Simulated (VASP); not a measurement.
# Zn2S (P6/mmm) in VASP: notebook, part 2 of 2

VASP 6.6.1. Earlier steps stand in the parts before.

## 3. Relaxation of cell and atoms, PBE

This run uses another cell than the first one, of 18.49 Å³/atom, 1.203 times its volume.

INCAR

```
PREC = Accurate
ENCUT = 600
EDIFF = 1E-7
ISMEAR = 0
SIGMA = 0.1
LREAL = F
LASPH = T
NELM = 100
ALGO = Normal
ISIF = 3
LWAVE = F
LCHARG = F
GGA = PE
IBRION = 2
NSW = 90
EDIFFG = -0.04
```

KPOINTS

```
regular mesh
0
Gamma
  6 6 6
```

POSCAR

```
Zn2S
1.0
    4.1478493085      0.0000000000      0.0000000000
   -2.0739246543      3.5921428723      0.0000000000
    0.0000000000      0.0000000000      3.7227031681
Zn S
2 1
Direct
    0.3333333333      0.6666666667      0.5000000000
    0.6666666667      0.3333333333      0.5000000000
    0.0000000000      0.0000000000      0.0000000000
```

Potentials or basis: VASP PAW PBE potentials, release 64 (Zn, S).

On the command line:

```bash
cat potpaw_PBE.64/Zn/POTCAR potpaw_PBE.64/S/POTCAR > POTCAR
mpirun -np 1 vasp_std > vasp.out
```

OUTCAR:

```text
PREC = Accurate
   ENCUT = 600
   EDIFF = 1E-7
   ISMEAR = 0
   LREAL = F
   LASPH = T
   NELM = 100
   ISIF = 3
   GGA = PE
   IBRION = 2
   NSW = 90
   EDIFFG = -0.04

 ion  position               nearest neighbor table
   1  0.333  0.667  0.500-   2 2.39   2 2.39   2 2.39
   2  0.667  0.333  0.500-   1 2.39   1 2.39   1 2.39
   3  0.000  0.000  0.000-

  LATTYP: Found a hexagonal cell.
 ALAT       =     4.1478493085
 C/A-ratio  =     0.8975020285

  Lattice vectors:

 A1 = (   4.1478493085,   0.0000000000,   0.0000000000)
 A2 = (  -2.0739246543,   3.5921428723,   0.0000000000)
[... 293 lines left out ...]
 Free energy of the ion-electron system (eV)
  ---------------------------------------------------
  ext. energy  EPLUGINS =         0.00000000
  ---------------------------------------------------
  free energy    TOTEN  =        -5.47778980 eV

  energy without entropy =       -5.46497610  energy(sigma->0) =       -5.47138295

 E-fermi :   3.0722     XC(G=0): -10.4386

 val. band max:        3.0436500699   @ k =   0.1667   0.1667   0.1667
 cond. band min:       3.1049575002   @ k =   0.1667   0.1667   0.5000
 fundamental gap:      0.0613074302
 Fermi energy:         3.0721584030

 k-point     1 :       0.0000    0.0000    0.0000
  band No.  band energies     occupation
      1     -10.1837      2.00000
      2      -4.6102      2.00000
      3      -4.3769      2.00000
      4      -4.3769      2.00000
      5      -4.2685      2.00000
      6      -4.2685      2.00000
[... 505 lines left out ...]
      6      -4.3088      2.00000
[... 11 lines left out ...]
     18       5.6780      0.00000
     19       7.9605      0.00000

 [... further k-points ...]

------------------------ aborting loop because EDIFF is reached ----------------------------------------

  FORCE on cell =-STRESS in cart. coord.  units (eV):
  Direction    XX          YY          ZZ          XY          YZ          ZX
  --------------------------------------------------------------------------------------
  -------------------------------------------------------------------------------------
  Total       -0.0191005     -0.0191005     -0.0555400      0.0000000      0.0000000      0.0000000
  in kB       -0.5574438     -0.5574438     -1.6209213      0.0000000      0.0000000      0.0000000
  external PRESSURE =      -0.9119363 kB  Pullay stress =       0.0000000 kB
[... 18 lines left out ...]
  FREE ENERGIE OF THE ION-ELECTRON SYSTEM (eV)
  ---------------------------------------------------
  free  energy   TOTEN  =        -5.4777898035 eV

  energy  without entropy=       -5.4649761007  energy(sigma->0) =       -5.47138295

 reached required accuracy - stopping structural energy minimisation
```

CONTCAR:

```text
Zn2S
   1.00000000000000
     4.2110383399155751   -0.0000000000008637    0.0000000000000000
    -2.1055191700092966    3.6468661787499812   -0.0000000000000000
    -0.0000000000000000   -0.0000000000000000    3.5747495563175091
  Zn              S
     2     1
Direct
     0.3333333332999970    0.6666666667000030    0.5000000000000000
     0.6666666667000030    0.3333333332999970    0.5000000000000000
     1.0000000000000000    0.0000000000000000    0.0000000000000000

  0.00000000E+00  0.00000000E+00  0.00000000E+00
  0.00000000E+00  0.00000000E+00  0.00000000E+00
  0.00000000E+00  0.00000000E+00  0.00000000E+00
```

It took 50 s on 1 thread of Intel Xeon 6975P-C (Granite Rapids), shared host; peak memory 0.2 GiB.

Results:

| Property | Result |
| --- | --- |
| Free energy | -5.4778 eV |
| Relaxed volume | 18.30 Å³/atom |
| Relaxed cell | a = 4.211 Å, b = 4.211 Å, c = 3.575 Å, α = 90.00°, β = 90.00°, γ = 120.00° |
| Space group after relaxing (to 0.05 Å) | P6/mmm (No. 191) |
| Energy gained by relaxing | 11.8 meV/atom |
| Ionic steps | 4 |
| Pressure after relaxing | -0.1 GPa |
| Band gap on the k mesh | zero (band 15 reaches 4.41 eV, above the bottom of band 16 at 0.28 eV) |

The path:
| step | energy change (eV) | largest force (eV/Å) | pressure (GPa) | volume (Å³) |
| --- | --- | --- | --- | --- |
| 1 | 0.0000 | 0.0000 | 0.31 | 55.47 |
| 2 | -0.0269 | 0.0000 | -0.53 | 55.73 |
| 3 | -0.0318 | 0.0000 | -0.98 | 55.88 |
| 4 | -0.0355 | 0.0000 | -0.09 | 54.90 |

Final structure:
```
Zn S
1.0
     4.21104    0.00000    0.00000
    -2.10552    3.64687    0.00000
     0.00000    0.00000    3.57475
Zn S
2 1
Direct
  0.33333 0.66667 0.50000
  0.66667 0.33333 0.50000
  0.00000 0.00000 0.00000
```

## 4. Single point, PBE

This run uses another cell than the first one, of 18.23 Å³/atom, 1.186 times its volume.

INCAR

```
PREC = Accurate
ENCUT = 520
EDIFF = 1E-6
ISMEAR = 0
SIGMA = 0.1
LREAL = False
LASPH = True
NELM = 100
ALGO = Normal
ISIF = 2
LWAVE = False
LCHARG = False
GGA = PE
NBANDS = 22
```

KPOINTS

```
regular mesh
0
Gamma
  12 12 14
```

POSCAR

```
Zn2S
1.0
    4.2041276390      0.0000000000      0.0000000000
   -2.1020638195      3.6408813361      0.0000000000
    0.0000000000      0.0000000000      3.5727857575
Zn S
2 1
Direct
    0.3333333333      0.6666666667      0.5000000000
    0.6666666667      0.3333333333      0.5000000000
    0.0000000000      0.0000000000      0.0000000000
```

On the command line:

```bash
cat potpaw_PBE.64/Zn/POTCAR potpaw_PBE.64/S/POTCAR > POTCAR
mpirun -np 1 vasp_std > vasp.out
```

It took 51 s on 1 thread of Intel Xeon 6975P-C (Granite Rapids), shared host; peak memory 0.28 GiB.

Results (log left out):

```yaml
Free_energy: -5.4662 eV
Pressure: 0.3 GPa
Band_gap_on_the_k_mesh: zero (band 15 reaches 4.44 eV, above the bottom of band 16 at 0.30 eV)
```

Stress tensor (GPa, compression positive):
```
0.33 0.00 0.00
0.00 0.33 0.00
0.00 0.00 0.19
```

Levels at points of the mesh, in eV from the Fermi level:
```tsv
k point	band 13	band 14	band 15	band 16	band 17	band 18
(0.00, 0.00, 0.00)	-2.10	-2.10	-1.81	2.23	2.23	4.24
(0.50, 0.00, 0.00)	-3.41	-2.24	-0.98	1.72	4.50	4.68
(0.00, 0.00, 0.50)	-1.56	-1.56	0.66	0.71	4.01	4.01
(0.50, 0.00, 0.50)	-4.01	-3.59	-1.79	1.14	1.30	2.32
```

## 5. Summary

| task | cell | k mesh | cutoff (eV) | gap on the mesh (eV) | pressure (GPa) | relaxed volume (Å³/atom) |
| --- | --- | --- | --- | --- | --- | --- |
| relaxation of cell and atoms | relaxed from a = 3.667, b = 3.667, c = 3.960 Å, angles 90.0, 90.0, 120.0°, 3 atoms | 6 × 6 × 4 | 600 | none | -0.1 | 18.59 |
| relaxation of cell and atoms | relaxed from a = 4.148, b = 4.148, c = 3.723 Å, angles 90.0, 90.0, 120.0°, 3 atoms | 6 × 6 × 6 | 600 | none | -0.1 | 18.30 |
| single point | a = 4.204, b = 4.204, c = 3.573 Å, angles 90.0, 90.0, 120.0°, 3 atoms | 12 × 12 × 14 | 520 | none | 0.3 | - |

Alike in all rows: level PBE; potentials or basis VASP PAW PBE potentials, release 64 (Zn, S); no spin polarisation; smearing gaussian 0.1 eV.

Caveats: some runs use coarse meshes; the volume moved by over 15 % at a fixed basis, so the end points are rough (some runs).

Total energies depend on the potentials used, so only differences within one code and one set of settings carry meaning.
